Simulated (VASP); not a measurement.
Set up this calculation in VASP 6.6.1, as the native input.

```
Task                   : relaxation of cell and atoms
Functional             : PBE
Potentials or basis    : VASP PAW PBE potentials, release 64 (In_d, O)
Cutoff                 : 600 eV
k mesh                 : 6 × 6 × 6
Occupations            : gaussian, width 0.1 eV
Spin                   : no spin polarisation
Dipole correction      : no
Further INCAR settings : ALGO = Normal; EDIFF = 1e-06; IBRION = 2; EDIFFG = -0.01; NSW = 100; ISIF = 3
```

The structure of In5O lies in POSCAR:

```
In5O
1.0
    6.0695156741      0.0000000000      0.0000000000
   -3.0347578371      5.2563547625      0.0000000000
    0.0000000000      0.0000000000      8.1846615999
In O
5 1
Direct
    0.0000000000      0.0000000000      0.7651253049
    0.0000000000      0.0000000000      0.2348746951
    0.5000000000      0.0000000000      0.5000000000
    0.0000000000      0.5000000000      0.5000000000
    0.5000000000      0.5000000000      0.5000000000
    0.0000000000      0.0000000000      0.5000000000
```

The cell was built from a structure type or drawn by symmetry, and may not be a known phase.

One way to write it, as run:

INCAR

```
SYSTEM = In5O
PREC = Accurate
ENCUT = 600
EDIFF = 1E-6
ISMEAR = 0
SIGMA = 0.1
LREAL = .FALSE.
LASPH = .TRUE.
NELM = 80
ALGO = Normal
ISIF = 3
LWAVE = .FALSE.
LCHARG = .FALSE.
GGA = PE
IBRION = 2
NSW = 100
EDIFFG = -0.01
```

KPOINTS

```
regular mesh
0
G
  6 6 6
  0 0 0
```

Potentials or basis: VASP PAW PBE potentials, release 64 (In_d, O).

Launch:

```sh
$ cat potpaw_PBE.64/In_d/POTCAR potpaw_PBE.64/O/POTCAR > POTCAR
$ mpirun -np 1 vasp_std > vasp.out
```

Results of the run:

```
Relaxed volume                        : 44.46 Å³/atom
Relaxed cell                          : a = 6.085 Å, b = 6.085 Å, c = 8.318 Å, α = 90.00°, β = 90.00°, γ = 120.00°
Space group after relaxing (to 0.1 Å) : P6/mmm (No. 191)
Energy gained by relaxing             : 0.5 meV/atom
Ionic steps                           : 13
Pressure after relaxing               : 0.0 GPa
Band gap on the k mesh                : zero (an odd number of electrons rules out a gap without spin polarisation)
```

Caveat: spin-orbit coupling is left out, which moves the levels of the heavy elements; an odd number of electrons without spin polarisation forces a metal; a magnetic or distorted state may lie lower.

It took 100 min on 1 thread of Intel Xeon 8259CL (shared host), peak memory 0.62 GiB.
